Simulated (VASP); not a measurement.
# Ca (Fm-3m) in VASP: settings compared, part 2 of 2

VASP 6.6.1. The steps go on from the part before.

**6. Single point, PBEsol**

This run uses another cell than the first one, of 21.23 Å³/atom, 0.477 times its volume.

Input file INCAR:

```
ALGO = Normal ; EDIFF = 1E-6
ENCUT = 520 ; GGA = PS
ISIF = 2 ; ISMEAR = -1
LASPH = True ; LCHARG = True
LELF = True ; LREAL = False
LVHAR = True ; LWAVE = False
NBANDS = 11 ; NELM = 80
PREC = Accurate ; SIGMA = 0.05
```

Input file KPOINTS:

```
k-points
0
Gamma
  8 8 8
```

Input file POSCAR:

```
Ca
1.0
    0.0000000000      2.1978013854      2.1978013854
    2.1978013854      0.0000000000      2.1978013854
    2.1978013854      2.1978013854      0.0000000000
Ca
1
Direct
    0.0000000000      0.0000000000      0.0000000000
```

Potentials or basis: VASP PAW PBE potentials, release 64 (Ca_sv).

Started as:

```sh
$ cat potpaw_PBE.64/Ca_sv/POTCAR > POTCAR
$ mpirun -np 1 vasp_std > vasp.out
```

OUTCAR:

```text
EDIFF = 1E-6
   ENCUT = 520
   GGA = PS
   ISIF = 2
   ISMEAR = -1
   LASPH = True
   LREAL = False
   NELM = 80
   PREC = Accurate

 ion  position               nearest neighbor table
   1  0.000  0.000  0.000-

  LATTYP: Found a face centered cubic cell.
 ALAT       =     4.3956027708

  Lattice vectors:

 A1 = (   0.0000000000,   2.1978013854,   2.1978013854)
 A2 = (   2.1978013854,   0.0000000000,   2.1978013854)
 A3 = (   2.1978013854,   2.1978013854,   0.0000000000)

Analysis of symmetry for initial positions (statically):
=====================================================================
 Subroutine PRICEL returns:
 Original cell was already a primitive cell.

 Routine SETGRP: Setting up the symmetry group for a
 face centered cubic supercell.

 Subroutine GETGRP returns: Found 48 space group operations
 (whereof 48 operations were pure point group operations)
 out of a pool of 48 trial point group operations.

The static configuration has the point symmetry O_h .

Analysis of symmetry for dynamics (positions and initial velocities):
=====================================================================
 Subroutine PRICEL returns:
 Original cell was already a primitive cell.

 Routine SETGRP: Setting up the symmetry group for a
 face centered cubic supercell.

 Subroutine GETGRP returns: Found 48 space group operations
 (whereof 48 operations were pure point group operations)
 out of a pool of 48 trial point group operations.

The dynamic configuration has the point symmetry O_h .

 Subroutine INISYM returns: Found 48 space group operations
 (whereof 48 operations are pure point group operations),
 and found     1 'primitive' translations

----------------------------------------------------------------------------------------

                                     Primitive cell

  volume of cell :      21.2322

  direct lattice vectors                    reciprocal lattice vectors
     0.000000000  2.197801385  2.197801385    -0.227500084  0.227500084  0.227500084
     2.197801385  0.000000000  2.197801385     0.227500084 -0.227500084  0.227500084
     2.197801385  2.197801385  0.000000000     0.227500084  0.227500084 -0.227500084

  length of vectors
     3.108160527  3.108160527  3.108160527     0.394041704  0.394041704  0.394041704

  position of ions in fractional coordinates (direct lattice)
     0.000000000  0.000000000  0.000000000

  ion indices of the primitive-cell ions
   primitive index   ion index
                 1           1

----------------------------------------------------------------------------------------

 KPOINTS: k-points

Automatic generation of k-mesh.
 Grid dimensions read from file:
 generate k-points for:    8    8    8

 Generating k-lattice:

  Cartesian coordinates                     Fractional coordinates (reciprocal lattice)
    -0.028437511  0.028437511  0.028437511     0.125000000  0.000000000  0.000000000
     0.028437511 -0.028437511  0.028437511     0.000000000  0.125000000  0.000000000
     0.028437511  0.028437511 -0.028437511     0.000000000  0.000000000  0.125000000

  Length of vectors
     0.049255213  0.049255213  0.049255213

  Shift w.r.t. Gamma in fractional coordinates (k-lattice)
     0.000000000  0.000000000  0.000000000

 Subroutine IBZKPT returns following result:
 ===========================================

 Found     29 irreducible k-points:

 Following reciprocal coordinates:
            Coordinates               Weight
  0.000000  0.000000  0.000000      1.000000
  0.125000  0.000000  0.000000      8.000000
  0.250000  0.000000  0.000000      8.000000
  0.375000  0.000000  0.000000      8.000000
  0.500000  0.000000  0.000000      4.000000
  0.125000  0.125000  0.000000      6.000000
[... 16 lines left out ...]
  0.500000  0.250000  0.125000     48.000000
 -0.375000  0.250000  0.125000     24.000000
 [... further k-points ...]
   k-points           NKPTS =     29   k-points in BZ     NKDIM =     29   number of bands    NBANDS=     11
   number of dos      NEDOS =    301   number of ions     NIONS =      1
   total plane-waves  NPLWV =  13824
   dimension x,y,z NGX =    24 NGY =   24 NGZ =   24
   dimension x,y,z NGXF=    48 NGYF=   48 NGZF=   48
   ions per type =               1
   NGX,Y,Z   is equivalent  to a cutoff of  12.84, 12.84, 12.84 a.u.
   NGXF,Y,Z  is equivalent  to a cutoff of  25.67, 25.67, 25.67 a.u.
 SYSTEM =  unknown system
   PREC   = accura    normal or accurate (medium, high low for compatibility)
   ISTART =      0    job   : 0-new  1-cont  2-samecut
   ICHARG =      2    charge: 1-file 2-atom 10-const
   ISPIN  =      1    spin polarized calculation?
   LNONCOLLINEAR =      F non collinear calculations
   LSORBIT =      F    spin-orbit coupling
   LASPH  =      T    aspherical Exc in radial PAW
   ENCUT  =  520.0 eV  38.22 Ry    6.18 a.u.   5.78  5.78  5.78*2*pi/ulx,y,z
   NELM   =     80;   NELMIN=  2; NELMDL= -5     # of ELM steps
   EDIFF  = 0.1E-05   stopping-criterion for ELM
   LREAL  =      F    real-space projection
   EDIFFG = 0.1E-04   stopping-criterion for IOM
   NSW    =      0    number of steps for IOM
   IBRION =     -1    ionic relax: 0-MD 1-quasi-New 2-CG
   NFREE  =      0    steps in history (QN), initial steepest desc. (CG)
   ISIF   =      2    stress and relaxation
   ISYM   =      2    0-nonsym 1-usesym 2-fastsym
   POTIM  = 0.5000    time-step for ionic-motion
   TEBEG  =    0.0;   TEEND  =   0.0 temperature during run
   PSTRESS=    0.0 pullay stress
   NELECT =      10.0000    total number of electrons
   NUPDOWN=      -1.0000    fix difference up-down
   EMIN   =  10.00;   EMAX   =-10.00  energy-range for DOS
   EFERMI =   0.00;   METHOD = LEGACY
   ISMEAR =    -1;   SIGMA  =   0.05  broadening in eV -4-tet -1-fermi 0-gaus
   EFERMI_NEDOS =   21; number of points for ismear=-14 and -15
   IALGO  =     38    algorithm
   IMIX   =      4    mixing-type and parameters
     AMIX     =   0.40;   BMIX     =  1.00
     AMIX_MAG =   1.60;   BMIX_MAG =  1.00
  volume/ion in A,a.u.               =      21.23       143.28
  Fermi-wavevector in a.u.,A,eV,Ry     =   1.273727  2.406995 22.073830  1.622381
  Thomas-Fermi vector in A             =   2.406534
   LORBIT       =      0    0 simple, 1 ext, 2 COOP (PROOUT), +10 PAW based schemes
   GGA     = PS    functional components
   LHFCALC =     F    Hartree Fock is set to
   AEXX    =    0.0000 exact exchange contribution
   IVDW    =     0    specifies the selected vdW correction
   LEPSILON=     F    determine dielectric tensor
   LRPA    =     F    only Hartree local field effects (RPA)
 non-spin polarized calculation
  energy-cutoff  :      520.00
  volume of cell :       21.23
 maximum number of plane-waves:       588
   NGX = 11   NGY = 11   NGZ = 11

 number of electron      10.0000002 magnetization

 Free energy of the ion-electron system (eV)
  ---------------------------------------------------
  ext. energy  EPLUGINS =         0.00000000
  ---------------------------------------------------
  free energy    TOTEN  =        -0.93570548 eV

  energy without entropy =       -0.92446592  energy(sigma->0) =       -0.93008570

 E-fermi :   5.3545     XC(G=0): -10.3618

 val. band max:        5.3494787947   @ k =  -0.3750   0.2500   0.0000
 cond. band min:       5.4158871266   @ k =   0.3750   0.3750   0.0000
 fundamental gap:      0.0664083319
 Fermi energy:         5.3545464994

 k-point     1 :       0.0000    0.0000    0.0000
  band No.  band energies     occupation
      1     -35.2451      2.00000
      2     -15.7083      2.00000
      3     -15.7083      2.00000
      4     -15.7083      2.00000
      5       0.6126      2.00000
      6       8.4767      0.00000
      7       8.4767      0.00000
      8       8.4767      0.00000
      9      10.7775      0.00000
     10      10.7775      0.00000
     11      18.0185      0.00000

 k-point     2 :       0.1250    0.0000    0.0000
  band No.  band energies     occupation
      1     -35.2088      2.00000
      2     -15.9159      2.00000
      3     -15.7312      2.00000
      4     -15.7312      2.00000
      5       1.1223      2.00000
      6       7.9817      0.00000
      7       8.6726      0.00000
      8       8.6726      0.00000
      9      10.5913      0.00000
     10      10.5913      0.00000
     11      18.9083      0.00000
[... 295 lines left out ...]
 k-point    24 :      -0.3750    0.2500    0.1250
  band No.  band energies     occupation
      1     -34.9502      2.00000
      2     -16.8311      2.00000
      3     -16.2106      2.00000
      4     -15.9691      2.00000
      5       5.1517      1.96601
      6       5.8286      0.00015
      7       7.3534      0.00000
      8       9.2211      0.00000
      9      11.9899      0.00000
     10      13.5561      0.00000
     11      15.5402      0.00000

 [... further k-points ...]
[... 5 lines left out ...]
  --------------------------------------------------------------------------------------
  -------------------------------------------------------------------------------------
  Total        3.9836446      3.9836446      3.9836446      0.0000000      0.0000000      0.0000000
  in kB      300.6047543    300.6047543    300.6047543      0.0000000      0.0000000      0.0000000
  external PRESSURE =     300.6047543 kB  Pullay stress =       0.0000000 kB

 VOLUME and BASIS-vectors are now :
 -----------------------------------------------------------------------------
  energy-cutoff  :      520.00
  volume of cell :       21.23
      direct lattice vectors                 reciprocal lattice vectors
     0.000000000  2.197801385  2.197801385    -0.227500084  0.227500084  0.227500084
     2.197801385  0.000000000  2.197801385     0.227500084 -0.227500084  0.227500084
     2.197801385  2.197801385  0.000000000     0.227500084  0.227500084 -0.227500084

 POSITION                                       TOTAL-FORCE (eV/Angst)
 -----------------------------------------------------------------------------------
      0.00000      0.00000      0.00000         0.000000      0.000000      0.000000
 -----------------------------------------------------------------------------------
    total drift:                               -0.000000      0.000000      0.000000

  FREE ENERGIE OF THE ION-ELECTRON SYSTEM (eV)
  ---------------------------------------------------
  free  energy   TOTEN  =        -0.9357054829 eV

  energy  without entropy=       -0.9244659205  energy(sigma->0) =       -0.93008570
```

stdout:

```text
POSCAR found type information on POSCAR Ca
 POSCAR found :  1 types and       1 ions
 scaLAPACK will be used
 -----------------------------------------------------------------------------
|                                                                             |
|                                                                             |
|     You enforced a specific xc type in the INCAR file but a different       |
|     I HOPE YOU KNOW WHAT YOU ARE DOING!                                     |
|                                                                             |
 -----------------------------------------------------------------------------

 LDA part: xc-table for (Slater+PW92), standard interpolation
 POSCAR, INCAR and KPOINTS ok, starting setup
 FFT: planning ... GRIDC
 FFT: planning ... GRID_SOFT
 FFT: planning ... GRID
 WAVECAR not read
 entering main loop
```

Wall time 5.1 s (1 thread of Intel Xeon Platinum 8259CL at 2.50GHz (Skylake/Cascade Lake), shared host); peak memory 0.14 GiB.

Results:

| Property | Result |
| --- | --- |
| Free energy | -0.9357 eV |
| Pressure | 30.1 GPa |
| Band gap on the k mesh | zero (band 5 reaches 5.35 eV, above the bottom of band 6 at 5.06 eV) |

Caveat: the PAW data sets were made with another functional, which shifts forces and pressure a little.

**7. Summary**

```csv
level,potentials or basis,cell,smearing,gap on the mesh (eV),pressure (GPa)
PBE+D4,"VASP PAW PBE potentials, release 64 (Ca_sv)","a = 3.978 Å, angles 60.0°, 1 atom",tetrahedron,none,-1.6
PBE+D4,"VASP PAW PBE potentials, release 64 (Ca_sv)","a = 4.004 Å, angles 60.0°, 1 atom",tetrahedron,none,-1.8
PBE+D4,"VASP PAW PBE potentials, release 64 (Ca_sv)","a = 4.029 Å, angles 60.0°, 1 atom",tetrahedron,none,-2.0
LDA,"VASP PAW LDA potentials, release 64 (Ca_sv)","a = 3.952 Å, angles 60.0°, 1 atom",methfessel-paxton 0.05 eV,none,-2.2
PBEsol,"VASP PAW PBE potentials, release 64 (Ca_sv)","a = 3.108 Å, angles 60.0°, 1 atom",fermi-dirac 0.05 eV,none,30.1
```

Alike in all rows: task single point; no spin polarisation; k mesh 8 × 8 × 8; cutoff (eV) 520.

Caveats: pairwise dispersion overbinds metals, which lowers pressure and volume (some runs); the PAW data sets were made with another functional, which shifts forces and pressure a little (some runs).

Absolute energies hang on the potentials; compare differences alone.
